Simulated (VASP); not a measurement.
The system is KMgF3.

```
CELL_PARAMETERS angstrom
3.98590 0.00000 0.00000
0.00000 3.98590 0.00000
0.00000 0.00000 3.98590
ATOMIC_POSITIONS crystal
K 0.50000 0.50000 0.50000
Mg 0.00000 0.00000 0.00000
F 0.00000 0.00000 0.50000
F 0.00000 0.50000 0.00000
F 0.50000 0.00000 0.00000
```

```yaml
Program: VASP 6.6.1
Task: relaxation of cell and atoms
Functional: LDA
Potentials_or_basis: VASP PAW LDA potentials, release 64 (K_sv, Mg_sv, F)
Cutoff: 840 eV
k_mesh: 7 × 7 × 7
Occupations: fermi-dirac, width 0.05 eV
Spin: no spin polarisation
```

At the start: pressure -4.2 GPa; volume 12.67 Å³/atom.

Q: How do energy, volume and symmetry change on relaxing?

A: Over 3 steps the energy falls by 9.0 meV/atom and the volume is 12.00 Å³/atom (-5.2 %); space group Pm-3m (No. 221, to 0.1 Å) before and after.

The path:
| step | energy change (eV) | largest force (eV/Å) | pressure (GPa) | volume (Å³) |
| --- | --- | --- | --- | --- |
| 1 | 0.0000 | 0.0000 | -4.17 | 63.33 |
| 2 | -0.0444 | 0.0000 | -0.48 | 60.35 |
| 3 | -0.0449 | 0.0000 | 0.03 | 60.01 |

Final structure:
```
CELL_PARAMETERS angstrom
3.91508 0.00000 0.00000
0.00000 3.91508 0.00000
0.00000 0.00000 3.91508
ATOMIC_POSITIONS crystal
K 0.50000 0.50000 0.50000
Mg 0.00000 0.00000 0.00000
F 0.00000 0.00000 0.50000
F 0.00000 0.50000 0.00000
F 0.50000 0.00000 0.00000
```
